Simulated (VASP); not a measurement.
TaN: single point with PBE

The system is TaN.

```
CELL_PARAMETERS angstrom
5.19600 0.05196 0.05196
-2.55300 4.47389 0.01902
0.02911 0.02911 2.91100
ATOMIC_POSITIONS crystal
Ta 0.33333 0.66667 0.50000
Ta 0.66667 0.33333 0.50000
Ta 0.00000 0.00000 0.00000
N 0.39285 0.00000 0.00000
N 0.60715 0.60715 0.00000
N 0.00000 0.39285 0.00000
```

This cell differs from its parent crystal: equal xy, yz and zx shear strains of +2 %.

- Program: VASP 6.6.1
- Task: single point
- Functional: PBE
- Potentials or basis: VASP PAW PBE potentials, release 64 (Ta_pv, N)
- Cutoff: 520 eV
- k mesh: 6 × 6 × 9
- Occupations: fermi-dirac, width 0.01 eV
- Spin: no spin polarisation

```json
{"Pressure": "6.0 GPa", "Largest force": "0.280 eV/Å", "Band gap on the k mesh": "zero (bands 24 and 25 overlap by 2.99 eV)"}
```

Forces in eV/Å, atoms in the order of the input:
```
Ta  -0.096 -0.076  0.030
Ta   0.098 -0.082  0.012
Ta   0.011 -0.280 -0.001
N    0.034  0.099  0.060
N    0.017  0.127 -0.114
N   -0.064  0.212  0.012
```

Stress tensor (GPa, compression positive):
```
 6.38 -3.81 -3.84
-3.81  6.37 -3.87
-3.84 -3.87  5.40
```

Levels at points of the mesh, in eV from the Fermi level:
```csv
k point,band 21,band 22,band 23,band 24,band 25,band 26,band 27,band 28
"(0.00, 0.00, 0.00)",-4.24,-3.32,-1.88,-0.89,-0.89,0.59,0.64,1.86
"(0.50, 0.00, 0.00)",-3.84,-3.77,-2.90,-2.54,1.16,1.80,1.95,2.30
"(0.00, 0.50, 0.00)",-3.87,-3.84,-2.81,-2.59,1.21,1.79,1.94,2.40
"(0.50, 0.50, 0.00)",-3.96,-3.82,-2.71,-2.65,1.26,1.77,1.96,2.41
```

It took 3.4 min on 1 thread of Intel(R) Xeon(R) Platinum 8559C (Emerald Rapids) (shared host), peak memory 0.4 GiB.

Caveat: the cell differs from its parent crystal (equal xy, yz and zx shear strains of +2 %); the cell stands under pressure; spin-orbit coupling is left out, which moves the levels of the heavy elements.
